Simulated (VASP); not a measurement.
The system is CaO (sol).

```
Ca O
1.0
     0.00000    2.40550    2.40550
     2.40550    0.00000    2.40550
     2.40550    2.40550    0.00000
Ca O
1 1
Cartesian
  0.0000 0.0000 0.0000
  2.4055 2.4055 2.4055
```

```yaml
Program: VASP 6.6.1
Task: relaxation of cell and atoms
Functional: PBEsol
Potentials_or_basis: VASP PAW PBE potentials, release 64 (Ca_sv, O)
Cutoff: 600 eV
k_mesh: 8 × 8 × 8
Occupations: gaussian, width 0.02 eV
Spin: no spin polarisation
```

At the start: pressure -2.5 GPa; volume 13.92 Å³/atom.

Question: How do energy, volume and symmetry change on relaxing?

Answer: Over 3 steps the energy falls by 2.5 meV/atom and the volume is 13.61 Å³/atom (-2.2 %); space group Fm-3m (No. 225, to 0.05 Å).

Step by step:
```csv
step,energy change (eV),largest force (eV/Å),pressure (GPa),volume (Å³)
1,0.0000,0.0000,-2.49,27.84
2,-0.0042,0.0000,1.03,26.98
3,-0.0050,0.0000,0.00,27.21
```

Final structure:
```cif
data_structure
_symmetry_space_group_name_H-M 'P 1'
_symmetry_Int_Tables_number 1
_cell_length_a 3.3762
_cell_length_b 3.3762
_cell_length_c 3.3762
_cell_angle_alpha 60.000
_cell_angle_beta 60.000
_cell_angle_gamma 60.000
_cell_volume 27.21
loop_
_atom_site_label
_atom_site_type_symbol
_atom_site_fract_x
_atom_site_fract_y
_atom_site_fract_z
_atom_site_occupancy
Ca1 Ca 0.00000 0.00000 0.00000 1
O1 O 0.50000 0.50000 0.50000 1
```

Caveat: the PAW data sets were made with another functional, which shifts forces and pressure a little.
